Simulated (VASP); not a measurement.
# NbAl6W (Fm-3m) in VASP: a series of runs, part 2 of 2

VASP 6.6.1.

## Step 4: Relaxation of cell and atoms, PBE

The input, INCAR:

```
SYSTEM = NbAl6W
PREC     = Accurate       ! precision mode
ENCUT    = 500            ! plane-wave cutoff, eV
EDIFF    = 1E-7           ! SCF threshold, eV
ISMEAR   = 0              ! smearing method
SIGMA    = 0.1            ! smearing width, eV
LREAL    = .False.        ! projectors in reciprocal space
LASPH    = .True.         ! aspherical terms in the spheres
NELM     = 120            ! most SCF steps
ALGO     = Normal         ! electronic algorithm
ISIF     = 3              ! what is computed and relaxed
LWAVE    = .False.        ! write WAVECAR
LCHARG   = .False.        ! write CHGCAR
GGA      = PE             ! functional
IBRION   = 2              ! ionic algorithm
NSW      = 90             ! ionic steps
EDIFFG   = -0.04          ! ionic threshold
GGA_COMPAT= .False.      
NELMIN   = 4
```

The input, KPOINTS:

```
Automatic mesh
0
Gamma
  4 4 4
  0 0 0
```

The input, POSCAR:

```
NbAl6W
1.0
    0.0000000000      4.0307259900      4.0307259900
    4.0307259900      0.0000000000      4.0307259900
    4.0307259900      4.0307259900      0.0000000000
Al Nb W
6 1 1
Direct
    0.7513053700      0.2486946300      0.2486946300
    0.2486946300      0.7513053700      0.7513053700
    0.2486946300      0.7513053700      0.2486946300
    0.7513053700      0.2486946300      0.7513053700
    0.2486946300      0.2486946300      0.7513053700
    0.7513053700      0.7513053700      0.2486946300
    0.5000000000      0.5000000000      0.5000000000
    0.0000000000      0.0000000000      0.0000000000
```

On the command line:

```bash
cat potpaw_PBE.64/Al/POTCAR potpaw_PBE.64/Nb_sv/POTCAR potpaw_PBE.64/W_sv/POTCAR > POTCAR
mpirun -np 1 vasp_std > vasp.out
```

It took 12 min on 1 thread of Intel Xeon 8259CL, shared host; peak memory 0.28 GiB.

The run converged. Its results:

| Item | Value |
| --- | --- |
| Free energy | -37.0187 eV |
| Relaxed volume | 32.17 Å³/atom |
| Relaxed cell | a = 7.140 Å, b = 7.140 Å, c = 7.140 Å, α = 60.00°, β = 60.00°, γ = 60.00° |
| Space group after relaxing (to 0.1 Å) | Fm-3m (No. 225) |
| Energy gained by relaxing | 2564.6 meV/atom |
| Ionic steps | 9 |
| Pressure after relaxing | 0.0 GPa |
| Largest force after relaxing | 0.028 eV/Å |
| Band gap on the k mesh | zero (an odd number of electrons rules out a gap without spin polarisation) |

Forces in eV/Å, atoms in the order of the input:
```
Al   0.028  0.000  0.000
Al  -0.028  0.000  0.000
Al   0.000  0.028  0.000
Al   0.000 -0.028  0.000
Al   0.000  0.000  0.028
Al   0.000  0.000 -0.028
Nb   0.000  0.000  0.000
W    0.000  0.000  0.000
```

The path:
```tsv
step	energy change (eV)	largest force (eV/Å)	pressure (GPa)	volume (Å³)
1	0.0000	1.6366	90.52	130.97
2	-15.1882	0.5830	-7.93	396.19
3	-20.1481	1.2126	0.79	249.38
4	-20.1498	1.2058	0.02	254.22
5	-20.4255	0.5885	-0.43	257.31
6	-20.5122	0.0439	-0.49	260.36
7	-20.5122	0.0228	-0.49	260.49
8	-20.5168	0.0435	0.13	256.46
9	-20.5172	0.0283	-0.01	257.35
```

Final structure:
```cif
data_structure
_symmetry_space_group_name_H-M 'P 1'
_symmetry_Int_Tables_number 1
_cell_length_a 7.1397
_cell_length_b 7.1397
_cell_length_c 7.1397
_cell_angle_alpha 60.000
_cell_angle_beta 60.000
_cell_angle_gamma 60.000
_cell_volume 257.35
loop_
_atom_site_label
_atom_site_type_symbol
_atom_site_fract_x
_atom_site_fract_y
_atom_site_fract_z
_atom_site_occupancy
Al1 Al 0.75512 0.24488 0.24488 1
Al2 Al 0.24488 0.75512 0.75512 1
Al3 Al 0.24488 0.75512 0.24488 1
Al4 Al 0.75512 0.24488 0.75512 1
Al5 Al 0.24488 0.24488 0.75512 1
Al6 Al 0.75512 0.75512 0.24488 1
Nb1 Nb 0.50000 0.50000 0.50000 1
W1 W 0.00000 0.00000 0.00000 1
```

Levels at points of the mesh, in eV from the Fermi level:
| k point | band 20 | band 21 | band 22 | band 23 | band 24 | band 25 |
| --- | --- | --- | --- | --- | --- | --- |
| (0.00, 0.00, 0.00) | -0.65 | 0.07 | 0.07 | 0.07 | 0.46 | 0.46 |
| (0.50, 0.00, 0.00) | -0.51 | -0.04 | -0.04 | -0.04 | 0.13 | 0.13 |
| (0.50, 0.50, 0.00) | -0.61 | -0.08 | -0.08 | 0.50 | 0.78 | 0.78 |

Caveat: the volume moved by over 15 % at a fixed basis, so the end points are rough; spin-orbit coupling is left out, which moves the levels of the heavy elements.

## Step 5: Single point, PBE

This run uses another cell than the first one, of 32.28 Å³/atom.

The input, INCAR:

```
SYSTEM = NbAl6W
PREC = Accurate ; ENCUT = 500
EDIFF = 1E-6 ; ISMEAR = 0
SIGMA = 0.1 ; LREAL = .FALSE.
LASPH = .TRUE. ; NELM = 120
ALGO = Normal ; ISIF = 2
LWAVE = .FALSE. ; LCHARG = .TRUE.
GGA = PE ; LELF = .TRUE.
LVHAR = .TRUE. ; NBANDS = 32
GGA_COMPAT = .FALSE.
```

The input, KPOINTS:

```
Automatic mesh
0
G
  6 6 6
  0 0 0
```

The input, POSCAR:

```
NbAl6W
1.0
    0.0000000000      5.0543707214      5.0543707214
    5.0543707214      0.0000000000      5.0543707214
    5.0543707214      5.0543707214      0.0000000000
Al Nb W
6 1 1
Direct
    0.7547903533      0.2452096467      0.2452096467
    0.2452096467      0.7547903533      0.7547903533
    0.2452096467      0.7547903533      0.2452096467
    0.7547903533      0.2452096467      0.7547903533
    0.2452096467      0.2452096467      0.7547903533
    0.7547903533      0.7547903533      0.2452096467
    0.5000000000      0.5000000000      0.5000000000
    0.0000000000      0.0000000000      0.0000000000
```

On the command line:

```bash
cat potpaw_PBE.64/Al/POTCAR potpaw_PBE.64/Nb_sv/POTCAR potpaw_PBE.64/W_sv/POTCAR > POTCAR
mpirun -np 1 vasp_std > vasp.out
```

It took 7.4 min on 1 thread of Intel Xeon 8259CL, shared host; peak memory 0.48 GiB.

It converged, with:

- Free energy: -37.1416 eV
- Pressure: 0.0 GPa
- Band gap on the k mesh: zero (an odd number of electrons rules out a gap without spin polarisation)

Forces on the atoms (eV/Å):
```
Al   0.002  0.000  0.000
Al  -0.002  0.000  0.000
Al   0.000  0.002  0.000
Al   0.000 -0.002  0.000
Al   0.000  0.000  0.002
Al   0.000  0.000 -0.002
Nb   0.000  0.000  0.000
W    0.000  0.000  0.000
```

Levels at points of the mesh, in eV from the Fermi level:
| k point | band 20 | band 21 | band 22 | band 23 | band 24 | band 25 | band 26 | band 27 |
| --- | --- | --- | --- | --- | --- | --- | --- | --- |
| (0.00, 0.00, 0.00) | -0.68 | 0.03 | 0.03 | 0.03 | 0.43 | 0.43 | 0.43 | 3.57 |
| (0.50, 0.00, 0.00) | -0.53 | -0.07 | -0.07 | -0.07 | 0.10 | 0.10 | 0.36 | 3.66 |
| (0.50, 0.50, 0.00) | -0.63 | -0.11 | -0.11 | 0.47 | 0.74 | 0.74 | 1.70 | 2.57 |

Caveat: spin-orbit coupling is left out, which moves the levels of the heavy elements.

## Step 6: Relaxation of cell and atoms, PBE

This run uses another cell than the first one, of 32.34 Å³/atom.

The input, INCAR:

```
SYSTEM = NbAl6W
  PREC = Accurate
  ENCUT = 500
  EDIFF = 1E-7
  ISMEAR = 0
  SIGMA = 0.1
  LREAL = .FALSE.
  LASPH = .TRUE.
  NELM = 120
  ALGO = Normal
  ISIF = 3
  LWAVE = .FALSE.
  LCHARG = .FALSE.
  GGA = PE
  IBRION = 2
  NSW = 100
  EDIFFG = -0.01
  GGA_COMPAT = .FALSE.
  NELMIN = 4
```

The input, KPOINTS:

```
regular mesh
0
G
  6 6 6
  0 0 0
```

The input, POSCAR:

```
NbAl6W
1.0
    0.0000000000      5.0574570091      5.0574570091
    5.0574570091      0.0000000000      5.0574570091
    5.0574570091      5.0574570091      0.0000000000
Al Nb W
6 1 1
Direct
    0.7550495476      0.2449504524      0.2449504524
    0.2449504524      0.7550495476      0.7550495476
    0.2449504524      0.7550495476      0.2449504524
    0.7550495476      0.2449504524      0.7550495476
    0.2449504524      0.2449504524      0.7550495476
    0.7550495476      0.7550495476      0.2449504524
    0.5000000000      0.5000000000      0.5000000000
    0.0000000000      0.0000000000      0.0000000000
```

Potentials or basis: VASP PAW PBE potentials, release 64 (Al, Nb_sv, W_sv).

On the command line:

```bash
cat potpaw_PBE.64/Al/POTCAR potpaw_PBE.64/Nb_sv/POTCAR potpaw_PBE.64/W_sv/POTCAR > POTCAR
mpirun -np 1 vasp_std > vasp.out
```

Run time: 18 min. Hardware: 1 thread of Intel Xeon 8259CL, shared host; peak memory 0.49 GiB.

The run converged. Its results:

- Free energy: -37.1417 eV
- Relaxed volume: 32.24 Å³/atom
- Relaxed cell: a = 7.145 Å, b = 7.145 Å, c = 7.145 Å, α = 60.00°, β = 60.00°, γ = 60.00°
- Space group after relaxing (to 0.1 Å): Fm-3m (No. 225)
- Energy gained by relaxing: 0.1 meV/atom
- Ionic steps: 4
- Pressure after relaxing: 0.0 GPa
- Band gap on the k mesh: zero (an odd number of electrons rules out a gap without spin polarisation)

The path:
| step | energy change (eV) | largest force (eV/Å) | pressure (GPa) | volume (Å³) |
| --- | --- | --- | --- | --- |
| 1 | 0.0000 | 0.0285 | -0.09 | 258.72 |
| 2 | -0.0004 | 0.0191 | 0.00 | 258.07 |
| 3 | -0.0004 | 0.0154 | 0.03 | 257.81 |
| 4 | -0.0005 | 0.0012 | 0.00 | 257.93 |

Final structure:
```
Al Nb W
1.0
     0.00000    5.05230    5.05230
     5.05230    0.00000    5.05230
     5.05230    5.05230    0.00000
Al Nb W
6 1 1
Direct
  0.75475 0.24525 0.24525
  0.24525 0.75475 0.75475
  0.24525 0.75475 0.24525
  0.75475 0.24525 0.75475
  0.24525 0.24525 0.75475
  0.75475 0.75475 0.24525
  0.50000 0.50000 0.50000
  0.00000 0.00000 0.00000
```

Levels at points of the mesh, in eV from the Fermi level:
```csv
k point,band 19,band 20,band 21,band 22,band 23,band 24,band 25,band 26,band 27
"(0.00, 0.00, 0.00)",-0.68,-0.68,0.04,0.04,0.04,0.43,0.43,0.43,3.58
"(0.50, 0.00, 0.00)",-0.53,-0.53,-0.07,-0.07,-0.07,0.10,0.10,0.36,3.66
"(0.50, 0.50, 0.00)",-0.63,-0.63,-0.11,-0.11,0.47,0.75,0.75,1.70,2.57
```

Caveat: spin-orbit coupling is left out, which moves the levels of the heavy elements.

## Step 7: Summary

```csv
task,cell,k mesh,gap on the mesh (eV),pressure (GPa),relaxed volume (Å³/atom),largest force (eV/Å)
single point,"a = 5.700 Å, angles 60.0°, 8 atoms, atomic positions A",4 × 4 × 4,none,90.5,-,1.64
single point,"a = 7.152 Å, angles 60.0°, 8 atoms, atomic positions B",4 × 4 × 4,none,-0.1,-,-
relaxation of cell and atoms,"relaxed from a = 5.700 Å, angles 60.0°, 8 atoms, atomic positions A",4 × 4 × 4,none,0.0,32.17,0.03
single point,"a = 7.148 Å, angles 60.0°, 8 atoms, atomic positions B",6 × 6 × 6,none,0.0,-,-
relaxation of cell and atoms,"relaxed from a = 7.152 Å, angles 60.0°, 8 atoms, atomic positions B",6 × 6 × 6,none,0.0,32.24,-
```

Alike in all rows: level PBE; potentials or basis VASP PAW PBE potentials, release 64 (Al, Nb_sv, W_sv); no spin polarisation; cutoff (eV) 500; smearing gaussian 0.1 eV.

Caveats: spin-orbit coupling is left out, which moves the levels of the heavy elements; the cell stands under pressure (at least some runs); forces of over 1 eV/Å act on the atoms, so gaps and moduli don't describe the material at rest (at least some runs); the volume moved by over 15 % at a fixed basis, so the end points are rough (at least some runs).

Total energies depend on the potentials used, so only differences within one code and one set of settings carry meaning.
